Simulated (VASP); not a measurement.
# TiO2 (C2/c) in VASP: notebook, part 2 of 2

VASP 6.6.1. The steps go on from the part before.

**3. Single point, PBE (strain along c alone, the other axes held: -3.0 %, then relaxed in part)**

The input, INCAR:

```
ALGO = Normal
EDIFF = 1E-6
ENCUT = 600
GGA = PE
GGA_COMPAT = F
ISIF = 2
ISMEAR = 0
LASPH = T
LCHARG = T
LELF = T
LREAL = F
LVHAR = T
LWAVE = F
NBANDS = 60
NELM = 120
PREC = Accurate
SIGMA = 0.02
```

The input, KPOINTS:

```
k-points
0
Gamma
  6 6 6
```

The input, POSCAR:

```
TiO2
1.0
    5.3347681840      0.0000000000      0.0682913414
    0.0000000000      5.3725608382      0.0000000000
   -2.6038045229      0.0000000000      4.7040825512
Ti O
4 8
Direct
    0.5000000000      0.3682420520      0.2500000000
    0.5000000000      0.6317579480      0.7500000000
    0.0000000000      0.8682420520      0.2500000000
    0.0000000000      0.1317579480      0.7500000000
    0.2105260026      0.8793663532      0.6683869371
    0.7894739974      0.1206336468      0.3316130629
    0.7894739974      0.8793663532      0.8316130629
    0.2105260026      0.1206336468      0.1683869371
    0.7105260026      0.3793663532      0.6683869371
    0.2894739974      0.6206336468      0.3316130629
    0.2894739974      0.3793663532      0.8316130629
    0.7105260026      0.6206336468      0.1683869371
```

Potentials or basis: VASP PAW PBE potentials, release 64 (Ti_sv, O).

On the command line:

```bash
$ cat potpaw_PBE.64/Ti_sv/POTCAR potpaw_PBE.64/O/POTCAR > POTCAR
$ mpirun -np 1 vasp_std > vasp.out
```

OUTCAR:

```text
EDIFF = 1E-6
   ENCUT = 600
   GGA = PE
   ISIF = 2
   ISMEAR = 0
   LASPH = T
   LREAL = F
   NELM = 120
   PREC = Accurate

 ion  position               nearest neighbor table
   1  0.500  0.368  0.250-   6 1.93   8 1.93  10 1.94  12 1.94  11 1.98   9 1.98
   2  0.500  0.632  0.750-   5 1.93   7 1.93   9 1.94  11 1.94  10 1.98  12 1.98
   3  0.000  0.868  0.250-  10 1.93  12 1.93   6 1.94   8 1.94   7 1.98   5 1.98
   4  0.000  0.132  0.750-   9 1.93  11 1.93   5 1.94   7 1.94   6 1.98   8 1.98
   5  0.211  0.879  0.668-   2 1.93   4 1.94   3 1.98
   6  0.789  0.121  0.332-   1 1.93   3 1.94   4 1.98
   7  0.789  0.879  0.832-   2 1.93   4 1.94   3 1.98
   8  0.211  0.121  0.168-   1 1.93   3 1.94   4 1.98
   9  0.711  0.379  0.668-   4 1.93   2 1.94   1 1.98
  10  0.289  0.621  0.332-   3 1.93   1 1.94   2 1.98
  11  0.289  0.379  0.832-   4 1.93   2 1.94   1 1.98
  12  0.711  0.621  0.168-   3 1.93   1 1.94   2 1.98

  LATTYP: Found a simple monoclinic cell.
 ALAT       =     5.3352052711
 B/A-ratio  =     1.0070017113
 C/A-ratio  =     1.0077651171
 COS(beta)  =    -0.4730428798

  Lattice vectors:

 A1 = (   5.3347681840,   0.0000000000,   0.0682913414)
 A2 = (   0.0000000000,   5.3725608382,   0.0000000000)
 A3 = (  -2.6038045229,   0.0000000000,   4.7040825512)

Analysis of symmetry for initial positions (statically):
=====================================================================
 Subroutine PRICEL returns following result:

  LATTYP: Found a base centered monoclinic cell.
 ALAT       =     5.3352052711
 B/A-ratio  =     1.0070017113
 C/A-ratio  =     1.0077651171
 COS(beta)  =    -0.4730428798

  Lattice vectors:

 A1 = (   2.6673840920,  -2.6862804191,   0.0341456707)
 A2 = (   2.6673840920,   2.6862804191,   0.0341456707)
 A3 = (  -2.6038045229,   0.0000000000,   4.7040825512)

   2 primitive cells build up your supercell.

 Routine SETGRP: Setting up the symmetry group for a
 simple monoclinic supercell.

 Subroutine GETGRP returns: Found  4 space group operations
 (whereof  2 operations were pure point group operations)
 out of a pool of  4 trial point group operations.

The static configuration has the point symmetry S_2 .
 The point group associated with its full space group is C_2h.

Analysis of symmetry for dynamics (positions and initial velocities):
=====================================================================
 Subroutine PRICEL returns following result:

  LATTYP: Found a base centered monoclinic cell.
 ALAT       =     5.3352052711
 B/A-ratio  =     1.0070017113
 C/A-ratio  =     1.0077651171
 COS(beta)  =    -0.4730428798

  Lattice vectors:

 A1 = (   2.6673840920,  -2.6862804191,   0.0341456707)
 A2 = (   2.6673840920,   2.6862804191,   0.0341456707)
 A3 = (  -2.6038045229,   0.0000000000,   4.7040825512)

   2 primitive cells build up your supercell.

 Routine SETGRP: Setting up the symmetry group for a
 simple monoclinic supercell.

[... 74 lines left out ...]
  0.000000  0.166667  0.000000      2.000000
  0.166667  0.166667 -0.000000      4.000000
[... 16 lines left out ...]
  0.000000  0.166667  0.166667      4.000000
  0.166667  0.166667  0.166667      4.000000
 [... further k-points ...]
   k-points           NKPTS =     80   k-points in BZ     NKDIM =     80   number of bands    NBANDS=     60
   number of dos      NEDOS =    301   number of ions     NIONS =     12
   total plane-waves  NPLWV = 110592
   dimension x,y,z NGX =    48 NGY =   48 NGZ =   48
   dimension x,y,z NGXF=    96 NGYF=   96 NGZF=   96
   ions per type =               4   8
   NGX,Y,Z   is equivalent  to a cutoff of  14.96, 14.85, 14.84 a.u.
   NGXF,Y,Z  is equivalent  to a cutoff of  29.91, 29.71, 29.68 a.u.
 SYSTEM =  unknown system
   PREC   = accura    normal or accurate (medium, high low for compatibility)
   ISTART =      0    job   : 0-new  1-cont  2-samecut
   ICHARG =      2    charge: 1-file 2-atom 10-const
   ISPIN  =      1    spin polarized calculation?
   LNONCOLLINEAR =      F non collinear calculations
   LSORBIT =      F    spin-orbit coupling
   LASPH  =      T    aspherical Exc in radial PAW
   ENCUT  =  600.0 eV  44.10 Ry    6.64 a.u.  10.66 10.73 10.74*2*pi/ulx,y,z
   NELM   =    120;   NELMIN=  2; NELMDL= -5     # of ELM steps
   EDIFF  = 0.1E-05   stopping-criterion for ELM
   LREAL  =      F    real-space projection
   EDIFFG = 0.1E-04   stopping-criterion for IOM
   NSW    =      0    number of steps for IOM
   IBRION =     -1    ionic relax: 0-MD 1-quasi-New 2-CG
   NFREE  =      0    steps in history (QN), initial steepest desc. (CG)
   ISIF   =      2    stress and relaxation
   ISYM   =      2    0-nonsym 1-usesym 2-fastsym
   POTIM  = 0.5000    time-step for ionic-motion
   TEBEG  =    0.0;   TEEND  =   0.0 temperature during run
   PSTRESS=    0.0 pullay stress
   NELECT =      96.0000    total number of electrons
   NUPDOWN=      -1.0000    fix difference up-down
   EMIN   =  10.00;   EMAX   =-10.00  energy-range for DOS
   EFERMI =   0.00;   METHOD = LEGACY
   ISMEAR =     0;   SIGMA  =   0.02  broadening in eV -4-tet -1-fermi 0-gaus
   EFERMI_NEDOS =   21; number of points for ismear=-14 and -15
   IALGO  =     38    algorithm
   IMIX   =      4    mixing-type and parameters
     AMIX     =   0.40;   BMIX     =  1.00
     AMIX_MAG =   1.60;   BMIX_MAG =  1.00
  volume/ion in A,a.u.               =      11.32        76.36
  Fermi-wavevector in a.u.,A,eV,Ry     =   1.458431  2.756035 28.939869  2.127020
  Thomas-Fermi vector in A             =   2.575116
   LORBIT       =      0    0 simple, 1 ext, 2 COOP (PROOUT), +10 PAW based schemes
   GGA     = PE    functional components
   LHFCALC =     F    Hartree Fock is set to
   AEXX    =    0.0000 exact exchange contribution
   IVDW    =     0    specifies the selected vdW correction
   LEPSILON=     F    determine dielectric tensor
   LRPA    =     F    only Hartree local field effects (RPA)
 non-spin polarized calculation
 Gauss-broadening in eV      SIGMA  =   0.02
  energy-cutoff  :      600.00
  volume of cell :      135.78
 maximum number of plane-waves:      4550
 NGX is ok and might be reduce to    48
   NGX = 21   NGY = 21   NGZ = 21

 number of electron      96.0000010 magnetization

 Free energy of the ion-electron system (eV)
  ---------------------------------------------------
  ext. energy  EPLUGINS =         0.00000000
  ---------------------------------------------------
  free energy    TOTEN  =      -107.64191904 eV

  energy without entropy =     -107.64191904  energy(sigma->0) =     -107.64191904

 E-fermi :   3.5935     XC(G=0): -10.7609

 val. band max:        3.4652137776   @ k =   0.0000   0.1667   0.0000
 cond. band min:       5.5268371104   @ k =   0.0000   0.0000   0.0000
 fundamental gap:      2.0616233328
 Fermi energy:         3.5934584830

 k-point     1 :       0.0000    0.0000    0.0000
  band No.  band energies     occupation
      1     -52.9633      2.00000
      2     -52.9286      2.00000
      3     -52.9273      2.00000
      4     -52.9016      2.00000
      5     -29.4297      2.00000
      6     -29.3969      2.00000
[... 1501 lines left out ...]
     59       8.0738      0.00000
     60       8.1264      0.00000

 [... further k-points ...]

------------------------ aborting loop because EDIFF is reached ----------------------------------------

  FORCE on cell =-STRESS in cart. coord.  units (eV):
  Direction    XX          YY          ZZ          XY          YZ          ZX
  --------------------------------------------------------------------------------------
  -------------------------------------------------------------------------------------
  Total        5.1038786      4.4183613      5.1357300      0.0000000      0.0000000     -0.9651895
  in kB       60.2244237     52.1355007     60.6002623      0.0000000      0.0000000    -11.3889820
  external PRESSURE =      57.6533956 kB  Pullay stress =       0.0000000 kB

 VOLUME and BASIS-vectors are now :
 -----------------------------------------------------------------------------
  energy-cutoff  :      600.00
  volume of cell :      135.78
      direct lattice vectors                 reciprocal lattice vectors
     5.334768184  0.000000000  0.068291341     0.186130701  0.000000000  0.103027095
     0.000000000  5.372560838  0.000000000     0.000000000  0.186130977  0.000000000
    -2.603804523  0.000000000  4.704082551    -0.002702145  0.000000000  0.211085611

 POSITION                                       TOTAL-FORCE (eV/Angst)
 -----------------------------------------------------------------------------------
      2.01643      1.97840      1.21017         0.000000      0.003427      0.000000
      0.71453      3.39416      3.56221         0.000000     -0.003427      0.000000
     -0.65095      4.66468      1.17602         0.000000      0.003427      0.000000
     -1.95285      0.70788      3.52806         0.000000     -0.003427      0.000000
     -0.61724      4.72445      3.15852        -0.002395      0.004754      0.020364
      3.34821      0.64811      1.61385         0.002395     -0.004754     -0.020364
      2.04630      4.72445      3.96589         0.002395      0.004754     -0.020364
      0.68466      0.64811      0.80648        -0.002395     -0.004754      0.020364
      2.05014      2.03817      3.19267        -0.002395      0.004754      0.020364
      0.68082      3.33439      1.57970         0.002395     -0.004754     -0.020364
     -0.62108      2.03817      3.93175         0.002395      0.004754     -0.020364
      3.35204      3.33439      0.84063        -0.002395     -0.004754      0.020364
 -----------------------------------------------------------------------------------
    total drift:                                0.000000      0.000000     -0.000000

  FREE ENERGIE OF THE ION-ELECTRON SYSTEM (eV)
  ---------------------------------------------------
  free  energy   TOTEN  =      -107.6419190434 eV

  energy  without entropy=     -107.6419190434  energy(sigma->0) =     -107.64191904
```

Run time: 14 min. Hardware: 1 thread of AMD EPYC 9R45 (Zen 5), shared host; peak memory 0.66 GiB.

What came out:

- Free energy: -107.6419 eV
- Pressure: 5.8 GPa
- Largest force: 0.021 eV/Å
- Band gap on the k mesh: 2.06 eV

Forces in eV/Å, atoms in the order of the input:
```
Ti   0.000  0.003  0.000
Ti   0.000 -0.003  0.000
Ti   0.000  0.003  0.000
Ti   0.000 -0.003  0.000
O   -0.002  0.005  0.020
O    0.002 -0.005 -0.020
O    0.002  0.005 -0.020
O   -0.002 -0.005  0.020
O   -0.002  0.005  0.020
O    0.002 -0.005 -0.020
O    0.002  0.005 -0.020
O   -0.002 -0.005  0.020
```

Stress tensor (GPa, compression positive):
```
 6.02  0.00 -1.14
 0.00  5.21  0.00
-1.14  0.00  6.06
```

Caveat: the cell differs from its parent crystal (strain along c alone, the other axes held: -3.0 %, then relaxed in part); the cell stands under pressure. A k mesh can miss the band edges.

**4. Single point, PBE (strain along c alone, the other axes held: +3.0 %, then relaxed in part)**

The input, INCAR:

```
PREC     = Accurate       # precision mode
ENCUT    = 600            # plane-wave cutoff, eV
EDIFF    = 1E-6           # SCF threshold, eV
ISMEAR   = 0              # smearing method
SIGMA    = 0.02           # smearing width, eV
LREAL    = False          # projectors in reciprocal space
LASPH    = True           # aspherical terms in the spheres
NELM     = 120            # most SCF steps
ALGO     = Normal         # electronic algorithm
ISIF     = 2              # what is computed and relaxed
LWAVE    = False          # write WAVECAR
LCHARG   = True           # write CHGCAR
GGA      = PE             # functional
LELF     = True           # ELF
LVHAR    = True         
NBANDS   = 60             # bands
GGA_COMPAT= False
```

The input, KPOINTS:

```
regular mesh
0
Gamma
  6 6 6
```

The input, POSCAR:

```
TiO2
1.0
    5.4103694524      0.0000000000     -0.0682913414
    0.0000000000      5.3725608382      0.0000000000
   -2.7648645965      0.0000000000      4.9950567296
Ti O
4 8
Direct
    0.5000000000      0.3783292407      0.2500000000
    0.5000000000      0.6216707593      0.7500000000
    0.0000000000      0.8783292407      0.2500000000
    0.0000000000      0.1216707593      0.7500000000
    0.2023970594      0.8706128079      0.6576951781
    0.7976029406      0.1293871921      0.3423048219
    0.7976029406      0.8706128079      0.8423048219
    0.2023970594      0.1293871921      0.1576951781
    0.7023970594      0.3706128079      0.6576951781
    0.2976029406      0.6293871921      0.3423048219
    0.2976029406      0.3706128079      0.8423048219
    0.7023970594      0.6293871921      0.1576951781
```

On the command line:

```bash
$ cat potpaw_PBE.64/Ti_sv/POTCAR potpaw_PBE.64/O/POTCAR > POTCAR
$ mpirun -np 1 vasp_std > vasp.out
```

It took 39 min on 1 thread of Oxide Virtual Turin-like, shared host; peak memory 0.69 GiB.

It converged, with:

```yaml
Free_energy: -107.6849 eV
Pressure: -4.4 GPa
Largest_force: 0.019 eV/Å
Band_gap_on_the_k_mesh: 2.14 eV
```

Forces on the atoms (eV/Å):
```
Ti   0.000  0.002  0.000
Ti   0.000 -0.002  0.000
Ti   0.000  0.002  0.000
Ti   0.000 -0.002  0.000
O   -0.010 -0.003  0.016
O    0.010  0.003 -0.016
O    0.010 -0.003 -0.016
O   -0.010  0.003  0.016
O   -0.010 -0.003  0.016
O    0.010  0.003 -0.016
O    0.010 -0.003 -0.016
O   -0.010  0.003  0.016
```

Stress tensor (GPa, compression positive):
```
-4.64  0.00  1.28
 0.00 -3.81  0.00
 1.28  0.00 -4.65
```

Levels at points of the mesh, in eV from the valence-band top:
```
           k point  band 46  band 47  band 48  band 49  band 50  band 51
(0.00, 0.00, 0.00)    -0.31    -0.07    -0.06     2.14     2.72     3.05
(0.50, 0.00, 0.00)    -0.65    -0.17    -0.17     2.88     2.88     3.12
(0.00, 0.50, 0.00)    -0.52    -0.14    -0.14     2.81     2.81     3.00
(0.50, 0.50, 0.00)    -0.76    -0.62    -0.62     3.16     3.16     3.36
(0.00, 0.00, 0.50)    -0.07    -0.06    -0.06     2.42     2.42     3.08
(0.50, 0.00, 0.50)    -0.63    -0.15    -0.15     2.84     2.84     3.11
(0.00, 0.50, 0.50)    -0.36    -0.36    -0.36     2.99     2.99     2.99
(0.50, 0.50, 0.50)    -0.79    -0.63    -0.63     3.15     3.15     3.38
```

Caveat: the cell differs from its parent crystal (strain along c alone, the other axes held: +3.0 %, then relaxed in part); the cell stands under tension. A k mesh can miss the band edges.

**5. Overview**

| task | cell | k mesh | gap on the mesh (eV) | pressure (GPa) | largest force (eV/Å) |
| --- | --- | --- | --- | --- | --- |
| relaxation of shape and atoms at fixed volume | relaxed from a = 3.761, b = 3.761, c = 5.487 Å, angles 110.0, 110.0, 90.0°, 6 atoms, atomic positions A | 8 × 8 × 6 | 2.11 | 5.9 | 0.01 |
| single point | a = 5.335, b = 5.373, c = 5.377 Å, angles 90.0, 118.2, 90.0°, 12 atoms, atomic positions B | 6 × 6 × 6 | 2.06 | 5.8 | 0.02 |
| single point | a = 5.411, b = 5.373, c = 5.709 Å, angles 90.0, 119.7, 90.0°, 12 atoms, atomic positions C | 6 × 6 × 6 | 2.14 | -4.4 | 0.02 |

Alike in all rows: level PBE; potentials or basis VASP PAW PBE potentials, release 64 (Ti_sv, O); no spin polarisation; cutoff (eV) 600; smearing gaussian 0.02 eV.

Caveats: the cell stands under pressure (at least some runs); the cell stands under tension (at least some runs).

Total energies depend on the potentials used, so only differences within one code and one set of settings carry meaning.
